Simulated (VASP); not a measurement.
# ZrS: single point with PBEsol

The system is ZrS.

```xyz
4
Lattice="2.5831 2.5831 0.0000 -2.5831 2.5831 0.0000 0.0000 0.0000 5.3211" Properties=species:S:1:pos:R:3 pbc="T T T"
Zr    0.0000    0.0000    0.0000
Zr    0.0000    2.5831    2.6606
S     0.0000    2.5831    0.0000
S     0.0000    0.0000    2.6606
```

This cell differs from its parent crystal: strain along c alone, the other axes held: +3.0 %.

```yaml
Program: VASP 6.6.1
Task: single point
Functional: PBEsol
Potentials_or_basis: VASP PAW PBE potentials, release 64 (Zr_sv, S)
Cutoff: 520 eV
k_mesh: 14 × 14 × 10
Occupations: gaussian, width 0.1 eV
Spin: no spin polarisation
```

```yaml
Pressure: -3.6 GPa
Band_gap_on_the_k_mesh: zero (bands 18 and 19 overlap by 2.76 eV)
```

Stress tensor (GPa, compression positive):
```
-1.26  0.00  0.00
 0.00 -1.26  0.00
 0.00  0.00 -8.26
```

Levels at points of the mesh, in eV from the Fermi level:
| k point | band 14 | band 15 | band 16 | band 17 | band 18 | band 19 | band 20 | band 21 | band 22 | band 23 |
| --- | --- | --- | --- | --- | --- | --- | --- | --- | --- | --- |
| (0.00, 0.00, 0.00) | -3.57 | -3.57 | -3.49 | -3.49 | -1.61 | -1.30 | -1.30 | -0.80 | -0.65 | 0.42 |
| (0.50, 0.00, 0.00) | -5.92 | -5.72 | -5.72 | 0.48 | 0.48 | 0.90 | 0.90 | 1.05 | 1.05 | 1.75 |
| (0.50, 0.50, 0.00) | -4.52 | -4.50 | -4.50 | -3.54 | -3.54 | 0.55 | 0.55 | 2.31 | 2.31 | 2.53 |
| (0.00, 0.00, 0.50) | -4.26 | -4.26 | -4.26 | -2.74 | -2.74 | -0.16 | -0.16 | 1.19 | 1.19 | 1.19 |
| (0.50, 0.00, 0.50) | -6.05 | -6.03 | -6.03 | 1.46 | 1.46 | 1.56 | 1.56 | 1.85 | 1.85 | 1.89 |
| (0.50, 0.50, 0.50) | -5.89 | -5.89 | -5.89 | -0.19 | -0.19 | -0.19 | -0.19 | 1.90 | 1.90 | 2.54 |

It took 4.4 min on 1 thread of Intel(R) Xeon(R) Platinum 8375C CPU @ 2.90GHz (Ice Lake), with other jobs on the host, peak memory 0.42 GiB.

Caveat: the cell differs from its parent crystal (strain along c alone, the other axes held: +3.0 %); the cell stands under tension; the PAW data sets were made with another functional, which shifts forces and pressure a little.
